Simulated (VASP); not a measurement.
A run of VASP 6.6.1 is set up as follows.

Contents of INCAR:

```
SYSTEM = LiAl32O48
  PREC = Accurate
  ENCUT = 520
  EDIFF = 1E-7
  ISMEAR = -1
  SIGMA = 0.01
  LREAL = Auto
  LASPH = .True.
  NELM = 80
  ALGO = Normal
  ISIF = 2
  LWAVE = .False.
  LCHARG = .False.
  GGA = PE
  NBANDS = 240
  NELECT = 386.0
```

The input KPOINTS:

```
Automatic mesh
0
Gamma
  1 1 1
  0 0 0
```

The input POSCAR:

```
LiAl32O48
1.0
    4.8078835200      2.7758328500      8.7484141900
   -4.8078835200      2.7758328500      8.7484141900
    0.0000000000     -5.5516656900      8.7484141900
Al O Li
32 48 1
Direct
    0.3226713300      0.3325238981      0.3448686474
    0.4288535554      0.4307851746      0.4313933078
    0.0694509824      0.0727613787      0.0750298680
    0.1689613182      0.1709578308      0.1745156849
    0.3223304195      0.3233497869      0.8247035364
    0.4297310421      0.4369348356      0.9112075359
    0.0735608542      0.0746985690      0.5748612318
    0.1713882782      0.1757217859      0.6829185564
    0.3235835869      0.8249387029      0.3250982681
    0.4257010001      0.9264323489      0.4292503009
    0.0723620444      0.5756783144      0.0744875032
    0.1749030543      0.6776858255      0.1769701699
    0.3229750451      0.8261854474      0.8249975234
    0.4253996128      0.9260163582      0.9280637801
    0.0705139409      0.5755644459      0.5781093079
    0.1758208849      0.6774447263      0.6765534748
    0.8238793660      0.3247193946      0.3243774520
    0.9262544923      0.4264385151      0.4276171907
    0.5851586113      0.0657643727      0.0664480576
    0.6727338222      0.1765976347      0.1801926151
    0.8196959338      0.3250098645      0.8264568176
    0.9233966631      0.4264711469      0.9276268957
    0.5733757009      0.0733708671      0.5769483517
    0.6767268279      0.1773391056      0.6746246052
    0.8234227587      0.8242235268      0.3245135397
    0.9244095785      0.9256450494      0.4282728001
    0.5721420515      0.5744137372      0.0757021849
    0.6765401751      0.6765152161      0.1750911631
    0.8238383690      0.8238799674      0.8235010790
    0.9292689017      0.9248734126      0.9249319810
    0.5765200294      0.5773378529      0.5681991298
    0.6750824801      0.6776686492      0.6768714531
    0.2228729003      0.0344617218      0.3714991163
    0.4693536997      0.1273605975      0.2888119058
    0.0344423500      0.3722704179      0.2203903711
    0.3773522826      0.2159153433      0.0271382993
    0.1265396348      0.2811421739      0.4716154940
    0.2818327828      0.4709989712      0.1262291630
    0.2195424543      0.0275910486      0.8783263561
    0.4716076766      0.1250171252      0.7803048609
    0.0253000076      0.3759567972      0.7246761684
    0.3708641337      0.2245086746      0.5382277259
    0.1232906265      0.2776724864      0.9725529025
    0.2765757203      0.4742556342      0.6276561906
    0.2197597798      0.5332781905      0.3781972209
    0.4719469073      0.6269088561      0.2795067304
    0.0255694229      0.8751430415      0.2235612367
    0.3738825641      0.7219989428      0.0301446261
    0.1238281779      0.7804397591      0.4732517755
    0.2758347800      0.9706529856      0.1273775703
    0.2227100732      0.5279547810      0.8763316153
    0.4713353999      0.6312211369      0.7739217190
    0.0294748723      0.8752206112      0.7218715366
    0.3746559056      0.7244293544      0.5273799132
    0.1254652208      0.7775057677      0.9731319993
    0.2757705904      0.9738424105      0.6270036800
    0.7203793852      0.0283902831      0.3773597978
    0.9694704598      0.1252792511      0.2791432872
    0.5263368558      0.3757963951      0.2281050740
    0.8710695286      0.2221761045      0.0304507063
    0.6256659860      0.2786475957      0.4737913797
    0.7777071375      0.4716446063      0.1262106998
    0.7255547280      0.0275215943      0.8707633464
    0.9698279041      0.1263509390      0.7795934561
    0.5279494525      0.3782521903      0.7190936039
    0.8762354918      0.2229434587      0.5274838584
    0.6193686522      0.2786956735      0.9736799293
    0.7763857255      0.4726456299      0.6259447995
    0.7243451876      0.5283525026      0.3727698163
    0.9723127897      0.6246469211      0.2787165711
    0.5286086345      0.8762266650      0.2217759573
    0.8749933754      0.7226221715      0.0280956609
    0.6254382359      0.7791715776      0.4707403521
    0.7766303817      0.9726879600      0.1246927241
    0.7182965218      0.5281544362      0.8774619703
    0.9706979260      0.6249385096      0.7799983422
    0.5264194086      0.8762080408      0.7235275996
    0.8737568485      0.7220755532      0.5299735553
    0.6244635613      0.7784600125      0.9729739944
    0.7775378679      0.9723558156      0.6256175290
    0.3199486074      0.2582848839      0.1931079031
```

Potentials or basis: VASP PAW PBE potentials, release 64 (Al, O, Li_sv).

Launch:

```sh
$ cat potpaw_PBE.64/Al/POTCAR potpaw_PBE.64/O/POTCAR potpaw_PBE.64/Li_sv/POTCAR > POTCAR
$ mpirun -np 1 vasp_gam > vasp.out
```

**Question.** What does it give for the largest force?

**Answer.** 1.953 eV/Å.

Forces on the atoms (eV/Å):
```
Al   0.091  0.182  0.109
Al   0.008  0.007  0.070
Al  -0.006  0.022 -0.108
Al  -0.011 -0.008 -0.248
Al   0.016  0.026  0.055
Al   0.139 -0.217  0.175
Al   0.018  0.014 -0.004
Al   0.014  0.074  0.009
Al   0.009  0.010  0.003
Al   0.050  0.042  0.026
Al  -0.020  0.047 -0.016
Al   0.013  0.008  0.019
Al   0.023  0.009 -0.022
Al   0.000  0.024  0.003
Al   0.006  0.021  0.010
Al   0.017 -0.011  0.042
Al  -0.014 -0.006  0.004
Al   0.008  0.008  0.041
Al  -0.131  0.027  0.126
Al  -0.039  0.050 -0.035
Al   0.023  0.023  0.005
Al  -0.003  0.010  0.012
Al   0.009  0.014  0.010
Al   0.005 -0.007  0.039
Al  -0.009  0.020 -0.005
Al  -0.003  0.005  0.000
Al  -0.002  0.024  0.033
Al  -0.016  0.010  0.049
Al  -0.009  0.007  0.005
Al  -0.026  0.004  0.008
Al   0.008 -0.076  0.013
Al   0.009 -0.003  0.018
O   -0.040  0.091  0.025
O   -0.012  0.145 -0.066
O    0.091  0.055  0.031
O    0.039  0.063 -0.113
O    0.056  0.133  0.010
O    0.103  0.023  0.048
O    0.006  0.026 -0.021
O   -0.003  0.009 -0.003
O    0.010  0.030  0.000
O    0.025  0.045  0.013
O    0.007  0.021 -0.033
O    0.003  0.009  0.030
O   -0.004  0.029  0.033
O    0.000  0.014  0.039
O    0.003  0.004 -0.008
O    0.004  0.002  0.003
O   -0.009  0.019  0.024
O    0.009 -0.009 -0.037
O    0.028 -0.005  0.039
O    0.049 -0.046 -0.002
O    0.008  0.021  0.011
O   -0.005  0.014  0.013
O    0.018  0.004  0.007
O    0.018  0.049 -0.005
O   -0.032  0.020 -0.016
O   -0.025 -0.005 -0.028
O    0.018  0.037  0.088
O    0.000  0.019 -0.001
O    0.000  0.005  0.043
O    0.017  0.018  0.033
O   -0.007 -0.010  0.032
O    0.020  0.054  0.005
O    0.030 -0.037  0.048
O    0.016  0.026  0.021
O    0.092  0.056  0.073
O    0.024  0.019  0.023
O    0.013  0.009  0.029
O    0.030  0.028  0.005
O   -0.019  0.027  0.038
O    0.012  0.014  0.007
O    0.008  0.006  0.014
O    0.023  0.009  0.016
O    0.005  0.016  0.023
O    0.002  0.009  0.014
O    0.007  0.011  0.007
O    0.002  0.013  0.008
O   -0.006  0.011  0.011
O    0.008  0.014  0.009
Li  -0.819 -1.474 -0.986
```

Caveat: the k points lie up to 0.79 Å⁻¹ apart; the cell carries a net charge on a neutralising background, which shifts energy and pressure.
